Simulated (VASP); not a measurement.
# Sb (Im-3m) in VASP: further runs, part 2 of 3

VASP 6.6.1. The steps go on from the part before.

## Step 3: Single point, PBE (volume scaled by 0.5)

INCAR

```
SYSTEM = Sb
PREC     = Accurate       ! precision mode
ENCUT    = 500            ! plane-wave cutoff, eV
EDIFF    = 1E-6           ! SCF threshold, eV
ISMEAR   = -1             ! smearing method
SIGMA    = 0.1            ! smearing width, eV
LREAL    = .False.        ! projectors in reciprocal space
LASPH    = .True.         ! aspherical terms in the spheres
NELM     = 120            ! most SCF steps
ALGO     = Normal         ! electronic algorithm
ISIF     = 2              ! what is computed and relaxed
LWAVE    = .False.        ! write WAVECAR
LCHARG   = .False.        ! write CHGCAR
GGA      = PE             ! functional
NBANDS   = 8              ! bands
GGA_COMPAT= .False.
```

KPOINTS

```
regular mesh
0
Gamma
  16 16 16
  0 0 0
```

POSCAR

```
Sb
1.0
   -1.5050765592      1.5050765592      1.5050765592
    1.5050765592     -1.5050765592      1.5050765592
    1.5050765592      1.5050765592     -1.5050765592
Sb
1
Direct
    0.0000000000      0.0000000000      0.0000000000
```

Potentials or basis: VASP PAW PBE potentials, release 64 (Sb).

Started as:

```bash
cat potpaw_PBE.64/Sb/POTCAR > POTCAR
mpirun -np 1 vasp_std > vasp.out
```

OUTCAR:

```text
SYSTEM = Sb
   PREC = Accurate
   ENCUT = 500
   EDIFF = 1E-6
   ISMEAR = -1
   LREAL = .False.
   LASPH = .True.
   NELM = 120
   ISIF = 2
   GGA = PE

 ion  position               nearest neighbor table
   1  0.000  0.000  0.000-

  LATTYP: Found a body centered cubic cell.
 ALAT       =     3.0101531184

  Lattice vectors:

 A1 = (  -1.5050765592,   1.5050765592,   1.5050765592)
 A2 = (   1.5050765592,  -1.5050765592,   1.5050765592)
 A3 = (   1.5050765592,   1.5050765592,  -1.5050765592)

Analysis of symmetry for initial positions (statically):
=====================================================================
 Subroutine PRICEL returns:
 Original cell was already a primitive cell.

 Routine SETGRP: Setting up the symmetry group for a
 body centered cubic supercell.

 Subroutine GETGRP returns: Found 48 space group operations
 (whereof 48 operations were pure point group operations)
 out of a pool of 48 trial point group operations.

The static configuration has the point symmetry O_h .

Analysis of symmetry for dynamics (positions and initial velocities):
=====================================================================
 Subroutine PRICEL returns:
 Original cell was already a primitive cell.

 Routine SETGRP: Setting up the symmetry group for a
 body centered cubic supercell.

 Subroutine GETGRP returns: Found 48 space group operations
 (whereof 48 operations were pure point group operations)
 out of a pool of 48 trial point group operations.

The dynamic configuration has the point symmetry O_h .

 Subroutine INISYM returns: Found 48 space group operations
 (whereof 48 operations are pure point group operations),
 and found     1 'primitive' translations

----------------------------------------------------------------------------------------

                                     Primitive cell

  volume of cell :      13.6375

  direct lattice vectors                    reciprocal lattice vectors
    -1.505076559  1.505076559  1.505076559     0.000000000  0.332209014  0.332209014
     1.505076559 -1.505076559  1.505076559     0.332209014  0.000000000  0.332209014
     1.505076559  1.505076559 -1.505076559     0.332209014  0.332209014  0.000000000

  length of vectors
     2.606869070  2.606869070  2.606869070     0.469814493  0.469814493  0.469814493

  position of ions in fractional coordinates (direct lattice)
     0.000000000  0.000000000  0.000000000

  ion indices of the primitive-cell ions
   primitive index   ion index
                 1           1

----------------------------------------------------------------------------------------

 KPOINTS: regular mesh

Automatic generation of k-mesh.
 Grid dimensions read from file:
 generate k-points for:   16   16   16

 Generating k-lattice:

  Cartesian coordinates                     Fractional coordinates (reciprocal lattice)
     0.000000000  0.020763063  0.020763063     0.062500000  0.000000000  0.000000000
     0.020763063  0.000000000  0.020763063     0.000000000  0.062500000  0.000000000
     0.020763063  0.020763063  0.000000000     0.000000000  0.000000000  0.062500000

  Length of vectors
     0.029363406  0.029363406  0.029363406

  Shift w.r.t. Gamma in fractional coordinates (k-lattice)
     0.000000000  0.000000000  0.000000000

 Subroutine IBZKPT returns following result:
 ===========================================

 Found    145 irreducible k-points:

 Following reciprocal coordinates:
            Coordinates               Weight
  0.000000  0.000000  0.000000      1.000000
  0.062500  0.000000  0.000000     12.000000
  0.125000  0.000000  0.000000     12.000000
  0.187500  0.000000  0.000000     12.000000
  0.250000  0.000000  0.000000     12.000000
  0.312500  0.000000  0.000000     12.000000
[... 16 lines left out ...]
  0.187500  0.187500  0.000000     24.000000
  0.250000  0.187500  0.000000     48.000000
 [... further k-points ...]
   k-points           NKPTS =    145   k-points in BZ     NKDIM =    145   number of bands    NBANDS=      8
   number of dos      NEDOS =    301   number of ions     NIONS =      1
   total plane-waves  NPLWV =   8000
   dimension x,y,z NGX =    20 NGY =   20 NGZ =   20
   dimension x,y,z NGXF=    40 NGYF=   40 NGZF=   40
   ions per type =               1
   NGX,Y,Z   is equivalent  to a cutoff of  12.75, 12.75, 12.75 a.u.
   NGXF,Y,Z  is equivalent  to a cutoff of  25.51, 25.51, 25.51 a.u.
 SYSTEM =  Sb
   PREC   = accura    normal or accurate (medium, high low for compatibility)
   ISTART =      0    job   : 0-new  1-cont  2-samecut
   ICHARG =      2    charge: 1-file 2-atom 10-const
   ISPIN  =      1    spin polarized calculation?
   LNONCOLLINEAR =      F non collinear calculations
   LSORBIT =      F    spin-orbit coupling
   LASPH  =      T    aspherical Exc in radial PAW
   ENCUT  =  500.0 eV  36.75 Ry    6.06 a.u.   4.75  4.75  4.75*2*pi/ulx,y,z
   NELM   =    120;   NELMIN=  2; NELMDL= -5     # of ELM steps
   EDIFF  = 0.1E-05   stopping-criterion for ELM
   LREAL  =      F    real-space projection
   EDIFFG = 0.1E-04   stopping-criterion for IOM
   NSW    =      0    number of steps for IOM
   IBRION =     -1    ionic relax: 0-MD 1-quasi-New 2-CG
   NFREE  =      0    steps in history (QN), initial steepest desc. (CG)
   ISIF   =      2    stress and relaxation
   ISYM   =      2    0-nonsym 1-usesym 2-fastsym
   POTIM  = 0.5000    time-step for ionic-motion
   TEBEG  =    0.0;   TEEND  =   0.0 temperature during run
   PSTRESS=    0.0 pullay stress
   NELECT =       5.0000    total number of electrons
   NUPDOWN=      -1.0000    fix difference up-down
   EMIN   =  10.00;   EMAX   =-10.00  energy-range for DOS
   EFERMI =   0.00;   METHOD = LEGACY
   ISMEAR =    -1;   SIGMA  =   0.10  broadening in eV -4-tet -1-fermi 0-gaus
   EFERMI_NEDOS =   21; number of points for ismear=-14 and -15
   IALGO  =     38    algorithm
   IMIX   =      4    mixing-type and parameters
     AMIX     =   0.40;   BMIX     =  1.00
     AMIX_MAG =   1.60;   BMIX_MAG =  1.00
  volume/ion in A,a.u.               =      13.64        92.03
  Fermi-wavevector in a.u.,A,eV,Ry     =   1.171708  2.214208 18.679449  1.372901
  Thomas-Fermi vector in A             =   2.308148
   LORBIT       =      0    0 simple, 1 ext, 2 COOP (PROOUT), +10 PAW based schemes
   GGA     = PE    functional components
   LHFCALC =     F    Hartree Fock is set to
   AEXX    =    0.0000 exact exchange contribution
   IVDW    =     0    specifies the selected vdW correction
   LEPSILON=     F    determine dielectric tensor
   LRPA    =     F    only Hartree local field effects (RPA)
 non-spin polarized calculation
  energy-cutoff  :      500.00
  volume of cell :       13.64
 maximum number of plane-waves:       370
   NGX =  9   NGY =  9   NGZ =  9

 number of electron       5.0000000 magnetization

 Free energy of the ion-electron system (eV)
  ---------------------------------------------------
  ext. energy  EPLUGINS =         0.00000000
  ---------------------------------------------------
  free energy    TOTEN  =         0.66587610 eV

  energy without entropy =        0.67608441  energy(sigma->0) =        0.67098026

 E-fermi :  21.0531     XC(G=0): -13.4787

 val. band max:       21.0525820489   @ k =   0.5000   0.5000   0.4375
 cond. band min:      21.1234950423   @ k =   0.4375   0.1250   0.0000
 fundamental gap:      0.0709129934
 Fermi energy:        21.0531367819

 k-point     1 :       0.0000    0.0000    0.0000
  band No.  band energies     occupation
      1       0.1723      2.00000
      2      31.9761      0.00000
      3      31.9761      0.00000
      4      31.9761      0.00000
      5      34.1115      0.00000
      6      34.1115      0.00000
      7      34.1162      0.00000
      8      34.3219      0.00000
[... 243 lines left out ...]
 k-point    24 :       0.2500    0.1875    0.0000
  band No.  band energies     occupation
      1       5.6279      2.00000
      2      17.2772      2.00000
      3      19.5671      2.00000
      4      25.4402      0.00000
      5      31.6013      0.00000
      6      33.6903      0.00000
      7      36.6617      0.00000
      8      39.0035      0.00000

 [... further k-points ...]

------------------------ aborting loop because EDIFF is reached ----------------------------------------

  FORCE on cell =-STRESS in cart. coord.  units (eV):
  Direction    XX          YY          ZZ          XY          YZ          ZX
  --------------------------------------------------------------------------------------
  -------------------------------------------------------------------------------------
  Total       17.7677260     17.7677260     17.7677260      0.0000000      0.0000000     -0.0000000
  in kB     2087.4047278   2087.4047278   2087.4047278      0.0000000      0.0000000     -0.0000000
  external PRESSURE =    2087.4047278 kB  Pullay stress =       0.0000000 kB

 VOLUME and BASIS-vectors are now :
 -----------------------------------------------------------------------------
  energy-cutoff  :      500.00
  volume of cell :       13.64
      direct lattice vectors                 reciprocal lattice vectors
    -1.505076559  1.505076559  1.505076559     0.000000000  0.332209014  0.332209014
     1.505076559 -1.505076559  1.505076559     0.332209014  0.000000000  0.332209014
     1.505076559  1.505076559 -1.505076559     0.332209014  0.332209014  0.000000000

 POSITION                                       TOTAL-FORCE (eV/Angst)
 -----------------------------------------------------------------------------------
      0.00000      0.00000      0.00000         0.000000     -0.000000      0.000000
 -----------------------------------------------------------------------------------
    total drift:                                0.000000      0.000000     -0.000000

  FREE ENERGIE OF THE ION-ELECTRON SYSTEM (eV)
  ---------------------------------------------------
  free  energy   TOTEN  =         0.6658761042 eV

  energy  without entropy=        0.6760844083  energy(sigma->0) =        0.67098026
```

Run time: 10 s. Hardware: 1 thread of Intel Xeon Platinum 8259CL at 2.50GHz (Skylake/Cascade Lake), shared host; peak memory 0.13 GiB.

Results:

- Free energy: 0.6659 eV
- Pressure: 208.7 GPa

Caveat: spin-orbit coupling is left out, which moves the levels of the heavy elements.

## Step 4: Single point, PBE (volume scaled by 0.6)

INCAR

```
SYSTEM = Sb
ALGO = Normal
EDIFF = 1E-6
ENCUT = 500
GGA = PE
GGA_COMPAT = .FALSE.
ISIF = 2
ISMEAR = -1
LASPH = .TRUE.
LCHARG = .FALSE.
LREAL = .FALSE.
LWAVE = .FALSE.
NBANDS = 8
NELM = 120
PREC = Accurate
SIGMA = 0.1
```

KPOINTS

```
k-points
0
G
  16 16 16
  0 0 0
```

POSCAR

```
Sb
1.0
   -1.5993825029      1.5993825029      1.5993825029
    1.5993825029     -1.5993825029      1.5993825029
    1.5993825029      1.5993825029     -1.5993825029
Sb
1
Direct
    0.0000000000      0.0000000000      0.0000000000
```

Potentials or basis: VASP PAW PBE potentials, release 64 (Sb).

Started as:

```bash
cat potpaw_PBE.64/Sb/POTCAR > POTCAR
mpirun -np 1 vasp_std > vasp.out
```

OUTCAR:

```text
SYSTEM = Sb
   EDIFF = 1E-6
   ENCUT = 500
   GGA = PE
   ISIF = 2
   ISMEAR = -1
   LASPH = .TRUE.
   LREAL = .FALSE.
   NELM = 120
   PREC = Accurate

 ion  position               nearest neighbor table
   1  0.000  0.000  0.000-

  LATTYP: Found a body centered cubic cell.
 ALAT       =     3.1987650058

  Lattice vectors:

 A1 = (  -1.5993825029,   1.5993825029,   1.5993825029)
 A2 = (   1.5993825029,  -1.5993825029,   1.5993825029)
 A3 = (   1.5993825029,   1.5993825029,  -1.5993825029)

Analysis of symmetry for initial positions (statically):
=====================================================================
 Subroutine PRICEL returns:
 Original cell was already a primitive cell.

 Routine SETGRP: Setting up the symmetry group for a
 body centered cubic supercell.

 Subroutine GETGRP returns: Found 48 space group operations
 (whereof 48 operations were pure point group operations)
 out of a pool of 48 trial point group operations.

The static configuration has the point symmetry O_h .

Analysis of symmetry for dynamics (positions and initial velocities):
[... 158 lines left out ...]
 val. band max:       16.8500994017   @ k =  -0.3125   0.3125   0.2500
 cond. band min:      16.8737336908   @ k =   0.1875   0.1875   0.0000
 fundamental gap:      0.0236342891
 Fermi energy:        16.8605675912

 k-point     1 :       0.0000    0.0000    0.0000
  band No.  band energies     occupation
      1      -1.3084      2.00000
      2      27.3693      0.00000
      3      27.3693      0.00000
      4      27.3693      0.00000
      5      28.3712      0.00000
      6      28.3712      0.00000
      7      28.3712      0.00000
      8      29.3846      0.00000
[... 243 lines left out ...]
 k-point    24 :       0.2500    0.1875    0.0000
  band No.  band energies     occupation
      1       3.3851      2.00000
      2      13.3996      2.00000
      3      15.6927      1.99998
      4      20.9508      0.00000
      5      27.0759      0.00000
      6      28.5346      0.00000
      7      31.4705      0.00000
      8      33.8210      0.00000

 [... further k-points ...]

------------------------ aborting loop because EDIFF is reached ----------------------------------------

  FORCE on cell =-STRESS in cart. coord.  units (eV):
  Direction    XX          YY          ZZ          XY          YZ          ZX
  --------------------------------------------------------------------------------------
  -------------------------------------------------------------------------------------
  Total       10.1973453     10.1973453     10.1973453     -0.0000000     -0.0000000      0.0000000
  in kB      998.3451080    998.3451080    998.3451080     -0.0000000     -0.0000000      0.0000000
  external PRESSURE =     998.3451080 kB  Pullay stress =       0.0000000 kB

 VOLUME and BASIS-vectors are now :
 -----------------------------------------------------------------------------
  energy-cutoff  :      500.00
  volume of cell :       16.37
      direct lattice vectors                 reciprocal lattice vectors
    -1.599382503  1.599382503  1.599382503     0.000000000  0.312620651  0.312620651
     1.599382503 -1.599382503  1.599382503     0.312620651  0.000000000  0.312620651
     1.599382503  1.599382503 -1.599382503     0.312620651  0.312620651  0.000000000

 POSITION                                       TOTAL-FORCE (eV/Angst)
 -----------------------------------------------------------------------------------
      0.00000      0.00000      0.00000         0.000000     -0.000000     -0.000000
 -----------------------------------------------------------------------------------
    total drift:                                0.000000      0.000000     -0.000000

  FREE ENERGIE OF THE ION-ELECTRON SYSTEM (eV)
  ---------------------------------------------------
  free  energy   TOTEN  =        -1.8338547214 eV

  energy  without entropy=       -1.8185163598  energy(sigma->0) =       -1.82618554
```

stdout:

```text
POSCAR found type information on POSCAR Sb
 POSCAR found :  1 types and       1 ions
 scaLAPACK will be used
 LDA part: xc-table for (Slater+PW92), standard interpolation
 POSCAR, INCAR and KPOINTS ok, starting setup
 FFT: planning ... GRIDC
 FFT: planning ... GRID_SOFT
 FFT: planning ... GRID
 WAVECAR not read
 entering main loop
```

It took 10 s on 1 thread of Intel Xeon Platinum 8259CL at 2.50GHz (Skylake/Cascade Lake), shared host; peak memory 0.13 GiB.

Results:

```yaml
Free_energy: -1.8339 eV
Pressure: 99.8 GPa
```

Levels at points of the mesh, in eV from the Fermi level:
| k point | band 1 | band 2 | band 3 | band 4 | band 5 | band 6 |
| --- | --- | --- | --- | --- | --- | --- |
| (0.00, 0.00, 0.00) | -18.17 | 10.51 | 10.51 | 10.51 | 11.51 | 11.51 |
| (0.50, 0.00, 0.00) | -10.32 | -9.66 | 2.85 | 4.69 | 7.57 | 8.62 |
| (0.50, 0.50, 0.50) | -3.63 | -3.63 | -3.63 | -2.48 | 1.66 | 1.66 |

Caveat: spin-orbit coupling is left out, which moves the levels of the heavy elements.

## Step 5: Single point, PBE (volume scaled by 0.6)

INCAR

```
PREC = Accurate
ENCUT = 500
EDIFF = 1E-6
ISMEAR = -1
SIGMA = 0.1
LREAL = False
LASPH = True
NELM = 120
ALGO = Normal
ISIF = 2
LWAVE = False
LCHARG = False
GGA = PE
NBANDS = 8
GGA_COMPAT = False
```

KPOINTS

```
regular mesh
0
Gamma
  16 16 16
```

POSCAR is that of step 4.

Started as:

```bash
cat potpaw_PBE.64/Sb/POTCAR > POTCAR
mpirun -np 1 vasp_std > vasp.out
```

It took 10 s on 1 thread of Intel Xeon Platinum 8259CL at 2.50GHz (Skylake/Cascade Lake), shared host; peak memory 0.13 GiB.

It converged, with:

* Free energy: -1.8339 eV
* Pressure: 99.8 GPa

Levels at points of the mesh, in eV from the Fermi level:
| k point | band 1 | band 2 | band 3 | band 4 | band 5 | band 6 | band 7 |
| --- | --- | --- | --- | --- | --- | --- | --- |
| (0.00, 0.00, 0.00) | -18.17 | 10.51 | 10.51 | 10.51 | 11.51 | 11.51 | 11.51 |
| (0.50, 0.00, 0.00) | -10.32 | -9.66 | 2.85 | 4.69 | 7.57 | 8.62 | 17.28 |
| (0.50, 0.50, 0.50) | -3.63 | -3.63 | -3.63 | -2.48 | 1.66 | 1.66 | 19.40 |

Caveat: spin-orbit coupling is left out, which moves the levels of the heavy elements.

(Continued in part 3 of 3.)
